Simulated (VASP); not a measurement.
# HgTe (F-43m) in VASP: notebook

Runs on HgTe. Level: PBE. Tasks: single point.

All numbers are computed with VASP 6.6.1; they aren't measurements. Logs are shortened: lines on timing, memory, paths and dates and some standing lists are left out, and cuts for length are marked.

## 1. The cell of the first run

Symmetry: F-43m, No. 216, cubic system. Conventional cell: a = 6.650 Å, b = 6.650 Å, c = 6.650 Å, α = 90.00°, β = 90.00°, γ = 90.00°. Within 3.8 Å of Hg (site symmetry -43m) lie 4 Te at 2.88 Å. Within 3.8 Å of Te (site symmetry -43m) lie 4 Hg at 2.88 Å.

## 2. Single point, PBE

Input file INCAR:

```
SYSTEM = HgTe
ALGO = Normal
EDIFF = 1E-7
ENCUT = 520
GGA = PE
ISIF = 2
ISMEAR = 0
LASPH = .TRUE.
LCHARG = .FALSE.
LREAL = .FALSE.
LWAVE = .FALSE.
NBANDS = 16
NELM = 100
PREC = Accurate
SIGMA = 0.15
```

Input file KPOINTS:

```
k-points
0
G
  16 16 16
  0 0 0
```

Input file POSCAR:

```
HgTe
1.0
    0.0000000000      3.3247980766      3.3247980766
    3.3247980766      0.0000000000      3.3247980766
    3.3247980766      3.3247980766      0.0000000000
Hg Te
1 1
Direct
    0.0000000000      0.0000000000      0.0000000000
    0.7500000000      0.7500000000      0.7500000000
```

Potentials or basis: VASP PAW PBE potentials, release 64 (Hg, Te).

Launch:

```console
> cat potpaw_PBE.64/Hg/POTCAR potpaw_PBE.64/Te/POTCAR > POTCAR
> mpirun -np 1 vasp_std > vasp.out
```

OUTCAR:

```text
SYSTEM = HgTe
   EDIFF = 1E-7
   ENCUT = 520
   GGA = PE
   ISIF = 2
   ISMEAR = 0
   LASPH = .TRUE.
   LREAL = .FALSE.
   NELM = 100
   PREC = Accurate

 ion  position               nearest neighbor table
   1  0.000  0.000  0.000-   2 2.88   2 2.88   2 2.88   2 2.88
   2  0.750  0.750  0.750-   1 2.88   1 2.88   1 2.88   1 2.88

  LATTYP: Found a face centered cubic cell.
 ALAT       =     6.6495961532

  Lattice vectors:

 A1 = (   0.0000000000,   3.3247980766,   3.3247980766)
 A2 = (   3.3247980766,   0.0000000000,   3.3247980766)
 A3 = (   3.3247980766,   3.3247980766,   0.0000000000)

Analysis of symmetry for initial positions (statically):
=====================================================================
 Subroutine PRICEL returns:
 Original cell was already a primitive cell.

 Routine SETGRP: Setting up the symmetry group for a
 face centered cubic supercell.

 Subroutine GETGRP returns: Found 24 space group operations
 (whereof 24 operations were pure point group operations)
 out of a pool of 48 trial point group operations.

The static configuration has the point symmetry T_d .

Analysis of symmetry for dynamics (positions and initial velocities):
=====================================================================
 Subroutine PRICEL returns:
 Original cell was already a primitive cell.

 Routine SETGRP: Setting up the symmetry group for a
 face centered cubic supercell.

 Subroutine GETGRP returns: Found 24 space group operations
 (whereof 24 operations were pure point group operations)
 out of a pool of 48 trial point group operations.

The dynamic configuration has the point symmetry T_d .

 Subroutine INISYM returns: Found 24 space group operations
 (whereof 24 operations are pure point group operations),
 and found     1 'primitive' translations

----------------------------------------------------------------------------------------

                                     Primitive cell

  volume of cell :      73.5065

  direct lattice vectors                    reciprocal lattice vectors
     0.000000000  3.324798077  3.324798077    -0.150385073  0.150385073  0.150385073
     3.324798077  0.000000000  3.324798077     0.150385073 -0.150385073  0.150385073
     3.324798077  3.324798077  0.000000000     0.150385073  0.150385073 -0.150385073

  length of vectors
     4.701974532  4.701974532  4.701974532     0.260474586  0.260474586  0.260474586

  position of ions in fractional coordinates (direct lattice)
     0.000000000  0.000000000  0.000000000
     0.750000000  0.750000000  0.750000000

  ion indices of the primitive-cell ions
   primitive index   ion index
                 1           1
                 2           2

----------------------------------------------------------------------------------------

 KPOINTS: k-points

Automatic generation of k-mesh.
 Grid dimensions read from file:
 generate k-points for:   16   16   16

 Generating k-lattice:

  Cartesian coordinates                     Fractional coordinates (reciprocal lattice)
    -0.009399067  0.009399067  0.009399067     0.062500000  0.000000000  0.000000000
     0.009399067 -0.009399067  0.009399067     0.000000000  0.062500000  0.000000000
     0.009399067  0.009399067 -0.009399067     0.000000000  0.000000000  0.062500000

  Length of vectors
     0.016279662  0.016279662  0.016279662

  Shift w.r.t. Gamma in fractional coordinates (k-lattice)
     0.000000000  0.000000000  0.000000000

 Subroutine IBZKPT returns following result:
 ===========================================

 Found    145 irreducible k-points:

 Following reciprocal coordinates:
            Coordinates               Weight
  0.000000  0.000000  0.000000      1.000000
  0.062500  0.000000  0.000000      8.000000
  0.125000  0.000000  0.000000      8.000000
  0.187500  0.000000  0.000000      8.000000
  0.250000  0.000000  0.000000      8.000000
  0.312500  0.000000  0.000000      8.000000
[... 16 lines left out ...]
 -0.125000  0.062500  0.000000     24.000000
 -0.062500  0.062500  0.000000     12.000000
 [... further k-points ...]
   k-points           NKPTS =    145   k-points in BZ     NKDIM =    145   number of bands    NBANDS=     16
   number of dos      NEDOS =    301   number of ions     NIONS =      2
   total plane-waves  NPLWV =  46656
   dimension x,y,z NGX =    36 NGY =   36 NGZ =   36
   dimension x,y,z NGXF=    72 NGYF=   72 NGZF=   72
   ions per type =               1   1
   NGX,Y,Z   is equivalent  to a cutoff of  12.73, 12.73, 12.73 a.u.
   NGXF,Y,Z  is equivalent  to a cutoff of  25.46, 25.46, 25.46 a.u.
 SYSTEM =  HgTe
   PREC   = accura    normal or accurate (medium, high low for compatibility)
   ISTART =      0    job   : 0-new  1-cont  2-samecut
   ICHARG =      2    charge: 1-file 2-atom 10-const
   ISPIN  =      1    spin polarized calculation?
   LNONCOLLINEAR =      F non collinear calculations
   LSORBIT =      F    spin-orbit coupling
   LASPH  =      T    aspherical Exc in radial PAW
   ENCUT  =  520.0 eV  38.22 Ry    6.18 a.u.   8.74  8.74  8.74*2*pi/ulx,y,z
   NELM   =    100;   NELMIN=  2; NELMDL= -5     # of ELM steps
   EDIFF  = 0.1E-06   stopping-criterion for ELM
   LREAL  =      F    real-space projection
   EDIFFG = 0.1E-05   stopping-criterion for IOM
   NSW    =      0    number of steps for IOM
   IBRION =     -1    ionic relax: 0-MD 1-quasi-New 2-CG
   NFREE  =      0    steps in history (QN), initial steepest desc. (CG)
   ISIF   =      2    stress and relaxation
   ISYM   =      2    0-nonsym 1-usesym 2-fastsym
   POTIM  = 0.5000    time-step for ionic-motion
   TEBEG  =    0.0;   TEEND  =   0.0 temperature during run
   PSTRESS=    0.0 pullay stress
   NELECT =      18.0000    total number of electrons
   NUPDOWN=      -1.0000    fix difference up-down
   EMIN   =  10.00;   EMAX   =-10.00  energy-range for DOS
   EFERMI =   0.00;   METHOD = LEGACY
   ISMEAR =     0;   SIGMA  =   0.15  broadening in eV -4-tet -1-fermi 0-gaus
   EFERMI_NEDOS =   21; number of points for ismear=-14 and -15
   IALGO  =     38    algorithm
   IMIX   =      4    mixing-type and parameters
     AMIX     =   0.40;   BMIX     =  1.00
     AMIX_MAG =   1.60;   BMIX_MAG =  1.00
  volume/ion in A,a.u.               =      36.75       248.02
  Fermi-wavevector in a.u.,A,eV,Ry     =   1.024213  1.935482 14.272686  1.049013
  Thomas-Fermi vector in A             =   2.157988
   LORBIT       =      0    0 simple, 1 ext, 2 COOP (PROOUT), +10 PAW based schemes
   GGA     = PE    functional components
   LHFCALC =     F    Hartree Fock is set to
   AEXX    =    0.0000 exact exchange contribution
   IVDW    =     0    specifies the selected vdW correction
   LEPSILON=     F    determine dielectric tensor
   LRPA    =     F    only Hartree local field effects (RPA)
 non-spin polarized calculation
 Gauss-broadening in eV      SIGMA  =   0.15
  energy-cutoff  :      520.00
  volume of cell :       73.51
 maximum number of plane-waves:      2006
   NGX = 17   NGY = 17   NGZ = 17

 number of electron      17.9999998 magnetization

 Free energy of the ion-electron system (eV)
  ---------------------------------------------------
  ext. energy  EPLUGINS =         0.00000000
  ---------------------------------------------------
  free energy    TOTEN  =        -3.65205226 eV

  energy without entropy =       -3.65169269  energy(sigma->0) =       -3.65187248

 E-fermi :   2.3672     XC(G=0):  -8.3605

 val. band max:        2.2390397557   @ k =   0.0000   0.0000   0.0000
 cond. band min:       2.4748241255   @ k =   0.0625   0.0000   0.0000
 fundamental gap:      0.2357843698
 Fermi energy:         2.3671647930

 k-point     1 :       0.0000    0.0000    0.0000
  band No.  band energies     occupation
      1      -9.1781      2.00000
      2      -4.6546      2.00000
      3      -4.6546      2.00000
      4      -4.6546      2.00000
      5      -4.2218      2.00000
      6      -4.2218      2.00000
[... 8 lines left out ...]
     15      11.6690      0.00000
     16      11.6690      0.00000

 k-point     2 :       0.0625    0.0000    0.0000
  band No.  band energies     occupation
      1      -9.1616      2.00000
      2      -4.6499      2.00000
      3      -4.6499      2.00000
      4      -4.6476      2.00000
      5      -4.2222      2.00000
      6      -4.2222      2.00000
[... 8 lines left out ...]
     15      11.3428      0.00000
     16      11.3428      0.00000

 k-point     3 :       0.1250    0.0000    0.0000
  band No.  band energies     occupation
      1      -9.1139      2.00000
      2      -4.6370      2.00000
      3      -4.6370      2.00000
      4      -4.6244      2.00000
      5      -4.2233      2.00000
      6      -4.2233      2.00000
[... 8 lines left out ...]
     15      10.9707      0.00000
     16      10.9707      0.00000

 k-point     4 :       0.1875    0.0000    0.0000
  band No.  band energies     occupation
      1      -9.0410      2.00000
      2      -4.6183      2.00000
      3      -4.6183      2.00000
      4      -4.5787      2.00000
      5      -4.2236      2.00000
      6      -4.2236      2.00000
[... 8 lines left out ...]
     15      10.7532      0.00000
     16      10.7532      0.00000
[... 324 lines left out ...]
 k-point    22 :      -0.1875    0.0625    0.0000
  band No.  band energies     occupation
      1      -9.0002      2.00000
      2      -4.6123      2.00000
      3      -4.6011      2.00000
      4      -4.5518      2.00000
      5      -4.2303      2.00000
      6      -4.2163      2.00000
[... 8 lines left out ...]
     15      10.4063      0.00000
     16      10.9973      0.00000

 k-point    23 :      -0.1250    0.0625    0.0000
  band No.  band energies     occupation
      1      -9.0785      2.00000
      2      -4.6314      2.00000
      3      -4.6217      2.00000
      4      -4.6069      2.00000
      5      -4.2287      2.00000
      6      -4.2187      2.00000
[... 8 lines left out ...]
     15      10.5658      0.00000
     16      10.9278      0.00000

 k-point    24 :      -0.0625    0.0625    0.0000
  band No.  band energies     occupation
      1      -9.1346      2.00000
      2      -4.6448      2.00000
      3      -4.6392      2.00000
      4      -4.6363      2.00000
      5      -4.2255      2.00000
      6      -4.2203      2.00000
[... 8 lines left out ...]
     15      10.8956      0.00000
     16      11.1832      0.00000

 [... further k-points ...]

------------------------ aborting loop because EDIFF is reached ----------------------------------------

  FORCE on cell =-STRESS in cart. coord.  units (eV):
  Direction    XX          YY          ZZ          XY          YZ          ZX
  --------------------------------------------------------------------------------------
  -------------------------------------------------------------------------------------
  Total        0.0261099      0.0261099      0.0261099      0.0000000      0.0000000     -0.0000000
  in kB        0.5691022      0.5691022      0.5691022      0.0000000      0.0000000     -0.0000000
  external PRESSURE =       0.5691022 kB  Pullay stress =       0.0000000 kB

 VOLUME and BASIS-vectors are now :
 -----------------------------------------------------------------------------
  energy-cutoff  :      520.00
  volume of cell :       73.51
      direct lattice vectors                 reciprocal lattice vectors
     0.000000000  3.324798077  3.324798077    -0.150385073  0.150385073  0.150385073
     3.324798077  0.000000000  3.324798077     0.150385073 -0.150385073  0.150385073
     3.324798077  3.324798077  0.000000000     0.150385073  0.150385073 -0.150385073

 POSITION                                       TOTAL-FORCE (eV/Angst)
 -----------------------------------------------------------------------------------
      0.00000      0.00000      0.00000         0.000000      0.000000      0.000000
      4.98720      4.98720      4.98720        -0.000000     -0.000000     -0.000000
 -----------------------------------------------------------------------------------
    total drift:                                0.000000      0.000000      0.000000

  FREE ENERGIE OF THE ION-ELECTRON SYSTEM (eV)
  ---------------------------------------------------
  free  energy   TOTEN  =        -3.6520522606 eV

  energy  without entropy=       -3.6516926924  energy(sigma->0) =       -3.65187248
```

It took 3.7 min on 1 thread of Intel Xeon 8259CL, shared host; peak memory 0.33 GiB.

Results:

- Free energy: -3.6521 eV
- Pressure: 0.1 GPa
- Band gap on the k mesh: zero (filled and empty bands touch)

Levels at points of the mesh, in eV from the Fermi level:
```csv
k point,band 5,band 6,band 7,band 8,band 9,band 10,band 11,band 12,band 13,band 14
"(0.00, 0.00, 0.00)",-6.59,-6.59,-1.05,-0.13,-0.13,-0.13,4.24,4.24,4.24,6.38
"(0.50, 0.00, 0.00)",-6.57,-6.34,-5.08,-0.96,-0.96,0.57,4.98,4.98,6.68,7.63
"(0.50, 0.50, 0.00)",-6.54,-6.22,-5.11,-2.06,-2.06,1.78,2.58,7.80,8.38,8.38
```

Caveat: semilocal functionals underestimate gaps, so a narrow gap can read as zero; spin-orbit coupling is left out, which moves the levels of the heavy elements.

## 3. Single point, PBE

This run uses another cell than the first one, of 33.50 Å³/atom.

Input file INCAR:

```
SYSTEM = HgTe
  PREC = Accurate
  ENCUT = 500
  EDIFF = 1E-6
  ISMEAR = 0
  SIGMA = 0.1
  LREAL = .False.
  LASPH = .True.
  NELM = 120
  ALGO = Normal
  ISIF = 2
  LWAVE = .False.
  LCHARG = .True.
  GGA = PE
  LELF = .True.
  LVHAR = .True.
  NBANDS = 16
  GGA_COMPAT = .False.
```

Input file KPOINTS:

```
regular mesh
0
Gamma
  6 6 6
  0 0 0
```

Input file POSCAR:

```
HgTe
1.0
    0.0000000000      3.2235000000      3.2235000000
    3.2235000000      0.0000000000      3.2235000000
    3.2235000000      3.2235000000      0.0000000000
Hg Te
1 1
Direct
    0.0000000000      0.0000000000      0.0000000000
    0.7500000000      0.7500000000      0.7500000000
```

Potentials or basis: VASP PAW PBE potentials, release 64 (Hg, Te).

Launch:

```console
> cat potpaw_PBE.64/Hg/POTCAR potpaw_PBE.64/Te/POTCAR > POTCAR
> mpirun -np 1 vasp_std > vasp.out
```

It took 16 s on 1 thread of Intel Xeon Platinum 8375C at 2.90GHz (Ice Lake), shared host; peak memory 0.2 GiB.

Results (log left out):

```yaml
Free_energy: -3.5599 eV
Pressure: 4.2 GPa
Band_gap_on_the_k_mesh: zero (filled and empty bands touch)
```

Levels at points of the mesh, in eV from the Fermi level:
| k point | band 5 | band 6 | band 7 | band 8 | band 9 | band 10 | band 11 | band 12 | band 13 | band 14 |
| --- | --- | --- | --- | --- | --- | --- | --- | --- | --- | --- |
| (0.00, 0.00, 0.00) | -6.90 | -6.90 | -0.74 | -0.03 | -0.03 | -0.03 | 4.18 | 4.18 | 4.18 | 6.45 |
| (0.50, 0.00, 0.00) | -6.88 | -6.59 | -5.58 | -1.03 | -1.03 | 0.67 | 4.99 | 4.99 | 6.83 | 7.89 |
| (0.50, 0.50, 0.00) | -6.83 | -6.43 | -5.51 | -2.34 | -2.34 | 1.86 | 2.43 | 8.22 | 8.86 | 8.86 |

Caveat: the cell stands under pressure; semilocal functionals underestimate gaps, so a narrow gap can read as zero; spin-orbit coupling is left out, which moves the levels of the heavy elements.

## 4. Single point, PBE

Input file INCAR:

```
SYSTEM = HgTe
ALGO = Normal ; EDIFF = 1E-6
ENCUT = 500 ; GGA = PE
GGA_COMPAT = .FALSE. ; ISIF = 2
ISMEAR = 0 ; LASPH = .TRUE.
LCHARG = .FALSE. ; LREAL = .FALSE.
LWAVE = .FALSE. ; NBANDS = 16
NELM = 120 ; PREC = Accurate
SIGMA = 0.1
```

Input file KPOINTS:

```
k-points
0
G
  12 12 12
  0 0 0
```

Input file POSCAR:

```
HgTe
1.0
    0.0000000000      3.3247681844      3.3247681844
    3.3247681844      0.0000000000      3.3247681844
    3.3247681844      3.3247681844      0.0000000000
Hg Te
1 1
Direct
    0.0000000000      0.0000000000      0.0000000000
    0.7500000000      0.7500000000      0.7500000000
```

Launch:

```console
> cat potpaw_PBE.64/Hg/POTCAR potpaw_PBE.64/Te/POTCAR > POTCAR
> mpirun -np 1 vasp_std > vasp.out
```

Run time: 48 s. Hardware: 1 thread of Intel Xeon Platinum 8375C at 2.90GHz (Ice Lake), shared host; peak memory 0.25 GiB.

The run converged. Its results:

| Quantity | Value |
| --- | --- |
| Free energy | -3.6519 eV |
| Pressure | 0.1 GPa |
| Band gap on the k mesh | zero (filled and empty bands touch) |

Levels at points of the mesh, in eV from the Fermi level:
```
           k point  band 7  band 8  band 9  band 10  band 11  band 12
(0.00, 0.00, 0.00)   -0.99   -0.07   -0.07    -0.07     4.30     4.30
(0.50, 0.00, 0.00)   -5.03   -0.90   -0.90     0.63     5.04     5.04
(0.50, 0.50, 0.00)   -5.06   -2.00   -2.00     1.84     2.63     7.85
```

Caveat: semilocal functionals underestimate gaps, so a narrow gap can read as zero; spin-orbit coupling is left out, which moves the levels of the heavy elements.

## 5. Summary

```tsv
cell	k mesh	cutoff (eV)	smearing	gap on the mesh (eV)	pressure (GPa)
a = 4.702 Å, angles 60.0°, 2 atoms	16 × 16 × 16	520	gaussian 0.15 eV	none	0.1
a = 4.559 Å, angles 60.0°, 2 atoms	6 × 6 × 6	500	gaussian 0.1 eV	none	4.2
a = 4.702 Å, angles 60.0°, 2 atoms	12 × 12 × 12	500	gaussian 0.1 eV	none	0.1
```

Alike in all rows: task single point; level PBE; potentials or basis VASP PAW PBE potentials, release 64 (Hg, Te); no spin polarisation.

Caveats: semilocal functionals underestimate gaps, so a narrow gap can read as zero; spin-orbit coupling is left out, which moves the levels of the heavy elements; the cell stands under pressure (at least some runs).

Absolute energies hang on the potentials; compare differences alone.
